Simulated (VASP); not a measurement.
**BiH: single point with PBE**

BiH, a sheet with vacuum:

```
Bi H
1.0
     4.33391    0.00000    0.00000
    -1.15952    4.17591    0.00000
     0.00000    0.00000   14.00000
Bi H
1 1
Direct
  0.00000 0.00000 0.50000
  0.50000 0.50000 0.50000
```

| Property | Result |
| --- | --- |
| Program | VASP 6.6.1 |
| Task | single point |
| Functional | PBE |
| Potentials or basis | VASP PAW PBE potentials, release 64 (Bi_d, H) |
| Cutoff | 520 eV |
| k mesh | 4 × 4 × 1 |
| Occupations | gaussian, width 0.1 eV |
| Spin | no spin polarisation |
| Dipole correction | yes |
| Further INCAR settings | ALGO = Normal; EDIFF = 1e-06; NBANDS = 15 |

```json
{
 "Band gap on the k mesh": "zero (band 8 reaches -3.21 eV, above the bottom of band 9 at -3.66 eV)"
}
```

Levels at points of the mesh, in eV from the Fermi level:
| k point | band 4 | band 5 | band 6 | band 7 | band 8 | band 9 | band 10 | band 11 | band 12 | band 13 |
| --- | --- | --- | --- | --- | --- | --- | --- | --- | --- | --- |
| (0.00, 0.00, 0.00) | -22.82 | -22.82 | -10.42 | -0.63 | -0.58 | 0.92 | 1.64 | 3.91 | 4.97 | 5.48 |
| (0.50, 0.00, 0.00) | -22.83 | -22.82 | -10.05 | -3.26 | 0.06 | 0.81 | 4.11 | 4.82 | 5.35 | 6.35 |
| (0.50, 0.50, 0.00) | -22.83 | -22.82 | -9.88 | -1.25 | -1.05 | -0.40 | 0.42 | 5.67 | 6.86 | 7.26 |

Run time: 39 s on 1 thread of AMD EPYC 7R13 Processor (Zen 3) (shared host), peak memory 0.28 GiB.

Caveat: the k points lie up to 0.38 Å⁻¹ apart; spin-orbit coupling is left out, which moves the levels of the heavy elements.
